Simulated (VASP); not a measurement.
# Rh (C2/m) in VASP: single point with PBE

Aim: the single point of Rh with PBE.

Program: VASP 6.6.1. These are calculated values, not measurements. Logs are shortened: lines on timing, memory, paths and dates and some standing lists are left out, and cuts for length are marked.

## 1. The cell of the first run

Symmetry: C2/m, No. 12, monoclinic system. The conventional cell has a = 4.519 Å, b = 2.798 Å, c = 2.730 Å, α = 90.00°, β = 123.49°, γ = 90.00°. Rh (site symmetry 2/m) has 12 Rh at 2.66 to 2.80 Å within 3.5 Å.

## 2. Single point, PBE

The input, INCAR:

```
ALGO = Fast
EDIFF = 1E-6
ENCUT = 520
GGA = PE
ISIF = 2
ISMEAR = 0
LASPH = True
LCHARG = True
LELF = True
LREAL = False
LVHAR = True
LWAVE = False
NBANDS = 30
NELM = 80
PREC = Accurate
SIGMA = 0.1
```

The input, KPOINTS:

```
k-points
0
Gamma
  5 4 44
```

The input, POSCAR:

```
Rh
1.0
    6.8307328054      0.0000000000      0.0000000000
    0.0000000000      8.3946365977      0.0000000000
    2.2769109351      1.3991060996      0.7532424746
Rh
3
Direct
    0.0000000000      0.6666666667      0.0000000000
    0.0000000000      0.3333333333      0.0000000000
    0.0000000000      0.0000000000      0.0000000000
```

Potentials or basis: VASP PAW PBE potentials, release 64 (Rh_pv).

Started as:

```sh
> cat potpaw_PBE.64/Rh_pv/POTCAR > POTCAR
> mpirun -np 1 vasp_std > vasp.out
```

OUTCAR:

```text
EDIFF = 1E-6
   ENCUT = 520
   GGA = PE
   ISIF = 2
   ISMEAR = 0
   LASPH = True
   LREAL = False
   NELM = 80
   PREC = Accurate

 ion  position               nearest neighbor table
   1  0.000  0.667  0.000-   3 2.78   2 2.78   3 2.80   2 2.80
   2  0.000  0.333  0.000-   3 2.78   1 2.78   3 2.80   1 2.80
   3  0.000  0.000  0.000-   1 2.78   2 2.78   2 2.80   1 2.80

  LATTYP: Found a triclinic cell.
 ALAT       =     4.6180273845
 B/A-ratio  =     0.8465631049
 C/A-ratio  =     0.6012402213
 COS(alpha) =     0.0123981695
 COS(beta)  =     0.3357430982
 COS(gamma) =     0.3845733568

  Lattice vectors:

 A1 = (  -2.2769109353,  -1.3991060997,   3.7662123730)
 A2 = (  -2.2769109352,   2.7982121992,   1.5064849492)
 A3 = (  -2.2769109351,  -1.3991060996,  -0.7532424746)

Analysis of symmetry for initial positions (statically):
=====================================================================
 Subroutine PRICEL returns following result:

  LATTYP: Found a base centered monoclinic cell.
 ALAT       =     4.5194548476
 B/A-ratio  =     0.6191481701
 C/A-ratio  =     0.6040924496
 COS(beta)  =    -0.5517919213

  Lattice vectors:

 A1 = (  -0.0000000001,   1.3991060998,   2.2597274238)
 A2 = (  -0.0000000001,  -1.3991060991,   2.2597274238)
 A3 = (   2.2769109352,  -0.0000000002,  -1.5064849492)

   3 primitive cells build up your supercell.

 Routine SETGRP: Setting up the symmetry group for a
 triclinic supercell.

 Subroutine GETGRP returns: Found  2 space group operations
 (whereof  2 operations were pure point group operations)
 out of a pool of  2 trial point group operations.

The static configuration has the point symmetry S_2 .

Analysis of symmetry for dynamics (positions and initial velocities):
=====================================================================
 Subroutine PRICEL returns following result:

  LATTYP: Found a base centered monoclinic cell.
 ALAT       =     4.5194548476
 B/A-ratio  =     0.6191481701
 C/A-ratio  =     0.6040924496
 COS(beta)  =    -0.5517919213

  Lattice vectors:

 A1 = (  -0.0000000001,   1.3991060998,   2.2597274238)
 A2 = (  -0.0000000001,  -1.3991060991,   2.2597274238)
 A3 = (   2.2769109352,  -0.0000000002,  -1.5064849492)

   3 primitive cells build up your supercell.

 Routine SETGRP: Setting up the symmetry group for a
 triclinic supercell.

 Subroutine GETGRP returns: Found  2 space group operations
 (whereof  2 operations were pure point group operations)
 out of a pool of  2 trial point group operations.

The dynamic configuration has the point symmetry S_2 .

 Subroutine INISYM returns: Found  2 space group operations
 (whereof  2 operations are pure point group operations),
 and found     3 'primitive' translations

----------------------------------------------------------------------------------------

                                     Primitive cell

  volume of cell :      14.3974

  direct lattice vectors                    reciprocal lattice vectors
    -0.000000000  1.399106100  2.259727424     0.146397177  0.357371039  0.221265625
    -0.000000000 -1.399106099  2.259727424     0.146397177 -0.357371039  0.221265625
     2.276910935 -0.000000000 -1.506484949     0.439191531  0.000000000  0.000000000

  length of vectors
     2.657793428  2.657793428  2.730168550     0.445089507  0.445089507  0.439191531

  position of ions in fractional coordinates (direct lattice)
     0.000000000  1.000000000  0.000000000

  ion indices of the primitive-cell ions
   primitive index   ion index
                 1           1

----------------------------------------------------------------------------------------

 KPOINTS: k-points

Automatic generation of k-mesh.
 Grid dimensions read from file:
 generate k-points for:    5    4   44

 Generating k-lattice:

  Cartesian coordinates                     Fractional coordinates (reciprocal lattice)
     0.029279435  0.000000000 -0.088506250     0.200000000  0.000000000  0.000000000
     0.000000000  0.029780920 -0.055316406     0.000000000  0.250000000 -0.000000000
     0.000000000  0.000000000  0.030172585     0.000000000  0.000000000  0.022727273

  Length of vectors
     0.093223611  0.062823626  0.030172585

  Shift w.r.t. Gamma in fractional coordinates (k-lattice)
     0.000000000  0.000000000  0.000000000

 Subroutine IBZKPT returns following result:
 ===========================================

 Found    442 irreducible k-points:

 Following reciprocal coordinates:
            Coordinates               Weight
  0.000000  0.000000  0.000000      1.000000
  0.200000  0.000000 -0.000000      2.000000
  0.400000  0.000000 -0.000000      2.000000
  0.000000  0.250000 -0.000000      2.000000
  0.200000  0.250000 -0.000000      2.000000
  0.400000  0.250000 -0.000000      2.000000
[... 16 lines left out ...]
  0.200000  0.500000  0.022727      2.000000
  0.400000  0.500000  0.022727      2.000000
 [... further k-points ...]
   k-points           NKPTS =    442   k-points in BZ     NKDIM =    442   number of bands    NBANDS=     30
   number of dos      NEDOS =    301   number of ions     NIONS =      3
   total plane-waves  NPLWV =  82944
   dimension x,y,z NGX =    54 NGY =   64 NGZ =   24
   dimension x,y,z NGXF=   108 NGYF=  128 NGZF=   48
   ions per type =               3
   NGX,Y,Z   is equivalent  to a cutoff of  13.14, 12.67, 14.37 a.u.
   NGXF,Y,Z  is equivalent  to a cutoff of  26.28, 25.35, 28.74 a.u.
 SYSTEM =  unknown system
   PREC   = accura    normal or accurate (medium, high low for compatibility)
   ISTART =      0    job   : 0-new  1-cont  2-samecut
   ICHARG =      2    charge: 1-file 2-atom 10-const
   ISPIN  =      1    spin polarized calculation?
   LNONCOLLINEAR =      F non collinear calculations
   LSORBIT =      F    spin-orbit coupling
   LASPH  =      T    aspherical Exc in radial PAW
   ENCUT  =  520.0 eV  38.22 Ry    6.18 a.u.  12.70 15.61  5.16*2*pi/ulx,y,z
   NELM   =     80;   NELMIN=  2; NELMDL= -5     # of ELM steps
   EDIFF  = 0.1E-05   stopping-criterion for ELM
   LREAL  =      F    real-space projection
   EDIFFG = 0.1E-04   stopping-criterion for IOM
   NSW    =      0    number of steps for IOM
   IBRION =     -1    ionic relax: 0-MD 1-quasi-New 2-CG
   NFREE  =      0    steps in history (QN), initial steepest desc. (CG)
   ISIF   =      2    stress and relaxation
   ISYM   =      2    0-nonsym 1-usesym 2-fastsym
   POTIM  = 0.5000    time-step for ionic-motion
   TEBEG  =    0.0;   TEEND  =   0.0 temperature during run
   PSTRESS=    0.0 pullay stress
   NELECT =      45.0000    total number of electrons
   NUPDOWN=      -1.0000    fix difference up-down
   EMIN   =  10.00;   EMAX   =-10.00  energy-range for DOS
   EFERMI =   0.00;   METHOD = LEGACY
   ISMEAR =     0;   SIGMA  =   0.10  broadening in eV -4-tet -1-fermi 0-gaus
   EFERMI_NEDOS =   21; number of points for ismear=-14 and -15
   IALGO  =     68    algorithm
   IMIX   =      4    mixing-type and parameters
     AMIX     =   0.40;   BMIX     =  1.00
     AMIX_MAG =   1.60;   BMIX_MAG =  1.00
  volume/ion in A,a.u.               =      14.40        97.16
  Fermi-wavevector in a.u.,A,eV,Ry     =   1.659629  3.136244 37.475455  2.754368
  Thomas-Fermi vector in A             =   2.747005
   LORBIT       =      0    0 simple, 1 ext, 2 COOP (PROOUT), +10 PAW based schemes
   GGA     = PE    functional components
   LHFCALC =     F    Hartree Fock is set to
   AEXX    =    0.0000 exact exchange contribution
   IVDW    =     0    specifies the selected vdW correction
   LEPSILON=     F    determine dielectric tensor
   LRPA    =     F    only Hartree local field effects (RPA)
 non-spin polarized calculation
 RMM-DIIS sequential band-by-band and
 Gauss-broadening in eV      SIGMA  =   0.10
  energy-cutoff  :      520.00
  volume of cell :       43.19
 maximum number of plane-waves:      1181
 NGX is ok and might be reduce to    54
   NGX = 25   NGY = 31   NGZ = 11

 number of electron      44.9999999 magnetization

 Free energy of the ion-electron system (eV)
  ---------------------------------------------------
  ext. energy  EPLUGINS =         0.00000000
  ---------------------------------------------------
  free energy    TOTEN  =       -21.63273143 eV

  energy without entropy =      -21.61049805  energy(sigma->0) =      -21.62161474

 E-fermi :  11.0654     XC(G=0): -13.7323

 val. band max:       11.0632473278   @ k =   0.2000   0.2500   0.4091
 cond. band min:      11.0659584184   @ k =  -0.2000   0.0000   0.3864
 fundamental gap:      0.0027110906
 Fermi energy:        11.0654201694

 k-point     1 :       0.0000    0.0000    0.0000
  band No.  band energies     occupation
      1     -35.7140      2.00000
      2     -35.7140      2.00000
      3     -35.6096      2.00000
      4     -35.6096      2.00000
      5     -35.3665      2.00000
      6     -35.3665      2.00000
[... 22 lines left out ...]
     29      20.4642      0.00000
     30      22.5904      0.00000

 k-point     2 :       0.2000    0.0000   -0.0000
  band No.  band energies     occupation
      1     -35.7906      2.00000
      2     -35.7665      2.00000
      3     -35.4631      2.00000
      4     -35.4235      2.00000
      5     -35.4141      2.00000
      6     -35.3801      2.00000
[... 22 lines left out ...]
     29      24.1401      0.00000
     30      24.6229      0.00000

 k-point     3 :       0.4000    0.0000   -0.0000
  band No.  band energies     occupation
      1     -35.8618      2.00000
      2     -35.6258      2.00000
      3     -35.6036      2.00000
      4     -35.3683      2.00000
      5     -35.3553      2.00000
      6     -35.3551      2.00000
[... 22 lines left out ...]
     29      23.7790      0.00000
     30      26.6313      0.00000

 k-point     4 :       0.0000    0.2500   -0.0000
  band No.  band energies     occupation
      1     -35.7820      2.00000
      2     -35.7458      2.00000
      3     -35.4918      2.00000
      4     -35.4759      2.00000
      5     -35.4272      2.00000
      6     -35.3342      2.00000
[... 22 lines left out ...]
     29      22.7940      0.00000
     30      23.6183      0.00000

 k-point     5 :       0.2000    0.2500   -0.0000
  band No.  band energies     occupation
      1     -35.7641      2.00000
      2     -35.7149      2.00000
      3     -35.5878      2.00000
      4     -35.4310      2.00000
      5     -35.3858      2.00000
      6     -35.3510      2.00000
[... 22 lines left out ...]
     29      24.6925      0.00000
     30      25.0747      0.00000
[... 526 lines left out ...]
     29      22.1551      0.00000
     30      25.4063      0.00000

 k-point    22 :       0.0000    0.5000    0.0227
  band No.  band energies     occupation
      1     -35.8115      2.00000
      2     -35.6845      2.00000
      3     -35.4866      2.00000
      4     -35.4506      2.00000
      5     -35.4136      2.00000
      6     -35.3946      2.00000
[... 22 lines left out ...]
     29      23.7918      0.00000
     30      24.6920      0.00000

 k-point    23 :       0.2000    0.5000    0.0227
  band No.  band energies     occupation
      1     -35.7872      2.00000
      2     -35.7479      2.00000
      3     -35.4639      2.00000
      4     -35.4203      2.00000
      5     -35.4197      2.00000
      6     -35.4163      2.00000
[... 22 lines left out ...]
     29      23.3786      0.00000
     30      24.4257      0.00000

 k-point    24 :       0.4000    0.5000    0.0227
  band No.  band energies     occupation
      1     -35.8575      2.00000
      2     -35.7470      2.00000
      3     -35.4184      2.00000
      4     -35.4165      2.00000
      5     -35.3967      2.00000
      6     -35.3416      2.00000
[... 22 lines left out ...]
     29      20.8959      0.00000
     30      26.6496      0.00000

 [... further k-points ...]

------------------------ aborting loop because EDIFF is reached ----------------------------------------

  FORCE on cell =-STRESS in cart. coord.  units (eV):
  Direction    XX          YY          ZZ          XY          YZ          ZX
  --------------------------------------------------------------------------------------
  -------------------------------------------------------------------------------------
  Total       -3.3696415     -2.9311405      2.5862832     -0.0045493      0.0246858     -0.4976311
  in kB     -124.9943213   -108.7284565     95.9362342     -0.1687523      0.9157020    -18.4592511
  external PRESSURE =     -45.9288478 kB  Pullay stress =       0.0000000 kB

 VOLUME and BASIS-vectors are now :
 -----------------------------------------------------------------------------
  energy-cutoff  :      520.00
  volume of cell :       43.19
      direct lattice vectors                 reciprocal lattice vectors
     6.830732805  0.000000000  0.000000000     0.146397177  0.000000000 -0.442531249
     0.000000000  8.394636598  0.000000000     0.000000000  0.119123680 -0.221265625
     2.276910935  1.399106100  0.753242475     0.000000000  0.000000000  1.327593748

 POSITION                                       TOTAL-FORCE (eV/Angst)
 -----------------------------------------------------------------------------------
      0.00000      5.59642      0.00000         0.000000     -0.000000     -0.000000
      0.00000      2.79821      0.00000        -0.000000      0.000000      0.000000
      0.00000      0.00000      0.00000        -0.000000      0.000000      0.000000
 -----------------------------------------------------------------------------------
    total drift:                                0.000000      0.000000     -0.000000

  FREE ENERGIE OF THE ION-ELECTRON SYSTEM (eV)
  ---------------------------------------------------
  free  energy   TOTEN  =       -21.6327314277 eV

  energy  without entropy=      -21.6104980547  energy(sigma->0) =      -21.62161474
```

It took 10 min on 1 thread of Intel Xeon 6975P-C (Granite Rapids), shared host; peak memory 0.58 GiB.

What came out:

| Item | Value |
| --- | --- |
| Free energy | -21.6327 eV |
| Pressure | -4.6 GPa |
| Band gap on the k mesh | zero (an odd number of electrons rules out a gap without spin polarisation) |

Stress tensor (GPa, compression positive):
```
-12.50  -0.02  -1.85
 -0.02 -10.87   0.09
 -1.85   0.09   9.59
```

Caveat: the stress differs along the axes, from -12 to 10 GPa.
